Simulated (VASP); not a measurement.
# Li2TiO2: relaxation of cell and atoms with PBE

Li2TiO2:

```xyz
5
Lattice="4.1598 0.0000 0.0000 -2.0799 3.6025 0.0000 0.0000 0.0000 3.5415" Properties=species:S:1:pos:R:3 pbc="T T T"
Li    0.0000    2.4017    0.5547
Li    2.0799    1.2008    0.5547
Ti    0.0000    0.0000    0.2848
O     0.0000    2.4017    2.3216
O     2.0799    1.2008    2.3216
```

```
Program                : VASP 6.6.1
Task                   : relaxation of cell and atoms
Functional             : PBE
Potentials or basis    : VASP PAW PBE potentials, release 64 (Li_sv, Ti_sv, O)
Cutoff                 : 600 eV
k mesh                 : 6 × 6 × 6
Occupations            : gaussian, width 0.1 eV
Spin                   : collinear spin, ferromagnetic start
Starting moments       : [0.0, 0.0, 1.0, 0.0, 0.0] μB
Dipole correction      : no
Further INCAR settings : ALGO = Normal; EDIFF = 1e-07; IBRION = 2; EDIFFG = -0.04; NSW = 90; ISIF = 3
```

```yaml
Relaxed_volume: 9.76 Å³/atom
Relaxed_cell: a = 3.909 Å, b = 3.909 Å, c = 3.688 Å, α = 90.00°, β = 90.00°, γ = 120.00°
Space_group_after_relaxing_to_0.05_Å: P6/mmm (No. 191)
Energy_gained_by_relaxing: 1453.2 meV/atom
Ionic_steps: 22
Pressure_after_relaxing: 0.0 GPa
Largest_force_after_relaxing: 0.003 eV/Å
Band_gap_on_the_k_mesh: zero (filled and empty bands overlap)
Net_moment: 0.00 μB per cell
Valence_electrons_inside_the_program's_atomic_spheres: Li 2.14; Ti 10.00; O 4.98
```

Forces on the atoms (eV/Å):
```
Li   0.000  0.000  0.003
Li   0.000  0.000  0.003
Ti   0.000  0.000 -0.001
O    0.000  0.000 -0.003
O    0.000  0.000 -0.003
```

Stress tensor (GPa, compression positive):
```
-0.14  0.00  0.00
 0.00 -0.14  0.00
 0.00  0.00  0.27
```

The path:
```tsv
step	energy change (eV)	largest force (eV/Å)	pressure (GPa)	volume (Å³)
1	0.0000	1.3130	3.26	53.07
2	-1.2009	1.6669	10.30	54.16
3	-1.2134	1.6426	9.23	54.13
4	-1.6053	2.2651	2.43	59.45
5	-1.9237	2.8429	-6.94	71.09
6	-2.0993	2.9326	-8.43	73.01
7	-2.4222	2.5849	-12.06	78.97
8	-2.9389	2.5163	-12.07	76.87
9	-4.3045	1.5839	-11.79	70.74
10	-4.1774	4.9584	-4.47	59.26
11	-4.8832	2.4362	-10.43	65.99
12	-5.6811	1.8240	-11.18	61.25
13	-6.0517	3.2414	-9.65	56.89
14	-6.0792	3.7346	-8.62	55.61
15	-6.5780	3.1029	-6.20	52.88
16	-7.1436	1.1329	3.20	47.71
17	-7.1559	0.8586	6.94	46.44
18	-7.1592	0.8805	5.80	46.81
19	-7.2541	0.1598	2.51	47.83
20	-7.2616	0.2275	1.46	48.23
21	-7.2655	0.0630	0.39	48.65
22	-7.2659	0.0034	0.00	48.80
```

Final structure:
```cif
data_structure
_symmetry_space_group_name_H-M 'P 1'
_symmetry_Int_Tables_number 1
_cell_length_a 3.9091
_cell_length_b 3.9091
_cell_length_c 3.6879
_cell_angle_alpha 90.000
_cell_angle_beta 90.000
_cell_angle_gamma 120.000
_cell_volume 48.80
loop_
_atom_site_label
_atom_site_type_symbol
_atom_site_fract_x
_atom_site_fract_y
_atom_site_fract_z
_atom_site_occupancy
Li1 Li 0.33333 0.66667 0.24090 1
Li2 Li 0.66667 0.33333 0.24090 1
Ti1 Ti 0.00000 0.00000 0.74098 1
O1 O 0.33333 0.66667 0.74100 1
O2 O 0.66667 0.33333 0.74100 1
```

Levels at points of the mesh, in eV from the Fermi level:
Spin up:
```csv
k point,band 13,band 14,band 15,band 16,band 17,band 18
"(0.00, 0.00, 0.00)",-2.05,-1.59,-1.59,1.01,1.01,3.14
"(0.50, 0.00, 0.00)",-2.11,-1.85,-1.49,0.85,1.62,1.77
"(0.00, 0.00, 0.50)",-1.39,-1.39,0.28,0.28,1.47,2.25
"(0.50, 0.00, 0.50)",-2.04,-1.64,-0.40,0.62,1.40,1.61
```
Spin down:
```
           k point  band 13  band 14  band 15  band 16  band 17  band 18
(0.00, 0.00, 0.00)    -2.05    -1.59    -1.59     1.01     1.01     3.14
(0.50, 0.00, 0.00)    -2.11    -1.85    -1.49     0.85     1.62     1.77
(0.00, 0.00, 0.50)    -1.39    -1.39     0.28     0.28     1.47     2.25
(0.50, 0.00, 0.50)    -2.04    -1.64    -0.40     0.62     1.40     1.61
```

Run time: 14 min on 1 thread of Intel(R) Xeon(R) 6975P-C (Granite Rapids), with other jobs on the host, peak memory 0.26 GiB.

Caveat: the cutoff is under 1.25 times the usual one of these potentials, so pressure, stress and relaxed cells hold a basis-set (Pulay) error.
